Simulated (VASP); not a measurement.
Wanted: the native input for a VASP 6.6.1 run.

```yaml
Task: single point
Functional: r2SCAN
Potentials_or_basis: VASP PAW PBE potentials, release 64 (Zr_sv, Si)
Cutoff: 520 eV
k_mesh: 6 × 6 × 10
Occupations: gaussian, width 0.15 eV
Spin: no spin polarisation
Dipole_correction: no
Further_INCAR_settings: ALGO = Normal; EDIFF = 1e-06; NBANDS = 55
```

Zr3Si2:

```
Zr Si
1.0
     7.10844    0.00000    0.00000
     0.00000    7.10844    0.00000
     0.00000    0.00000    3.70513
Zr Si
6 4
Direct
  0.17391 0.67391 0.50000
  0.82609 0.32609 0.50000
  0.32609 0.17391 0.50000
  0.67391 0.82609 0.50000
  0.00000 0.00000 0.00810
  0.50000 0.50000 0.99190
  0.62195 0.12195 0.00000
  0.37805 0.87805 0.00000
  0.87805 0.62195 0.00000
  0.12195 0.37805 0.00000
```

This cell differs from its parent crystal: atoms displaced along a vibrational mode.

The input as run:

POSCAR

```
Zr3Si2
1.0
    7.1084398562      0.0000000000      0.0000000000
    0.0000000000      7.1084398562      0.0000000000
    0.0000000000      0.0000000000      3.7051280719
Zr Si
6 4
Direct
    0.1739136669      0.6739136669      0.5000000000
    0.8260863331      0.3260863331      0.5000000000
    0.3260863331      0.1739136669      0.5000000000
    0.6739136669      0.8260863331      0.5000000000
    0.0000000000      0.0000000000      0.0080968861
    0.5000000000      0.5000000000     -0.0080968861
    0.6219463333      0.1219463333      0.0000000000
    0.3780536667      0.8780536667      0.0000000000
    0.8780536667      0.6219463333      0.0000000000
    0.1219463333      0.3780536667      0.0000000000
```

INCAR.step1

```
SYSTEM = Zr3Si2
PREC = Accurate
ENCUT = 520
ISMEAR = 0
SIGMA = 0.15
LREAL = .False.
LASPH = .True.
NELM = 80
NBANDS = 55
GGA = PE
ALGO = Normal
EDIFF = 1E-4
LWAVE = .True.
LCHARG = .False.
```

INCAR.step2

```
SYSTEM = Zr3Si2
PREC = Accurate
ENCUT = 520
EDIFF = 1E-6
ISMEAR = 0
SIGMA = 0.15
LREAL = .False.
LASPH = .True.
NELM = 80
ALGO = Normal
ISIF = 2
LWAVE = .False.
LCHARG = .False.
METAGGA = R2SCAN
LMIXTAU = .True.
NBANDS = 55
ISTART = 1
```

KPOINTS

```
Automatic mesh
0
Gamma
  6 6 10
  0 0 0
```

Potentials or basis: VASP PAW PBE potentials, release 64 (Zr_sv, Si).

Run with:

```console
$ cat potpaw_PBE.64/Zr_sv/POTCAR potpaw_PBE.64/Si/POTCAR > POTCAR
$ cp INCAR.step1 INCAR
$ mpirun -np 1 vasp_std > vasp.out
$ cp INCAR.step2 INCAR
$ mpirun -np 1 vasp_std > vasp.out
```

Results of the run:

```json
{"Pressure": "0.0 GPa", "Largest force": "0.177 eV/Å", "Band gap on the k mesh": "zero (bands 44 and 45 overlap by 1.20 eV)"}
```

Caveat: the cell differs from its parent crystal (atoms displaced along a vibrational mode); the PAW data sets were made with another functional, which shifts forces and pressure a little.

Run time: 51 min on 1 thread of Oxide Virtual Turin-like Processor, on a shared host, peak memory 0.56 GiB.
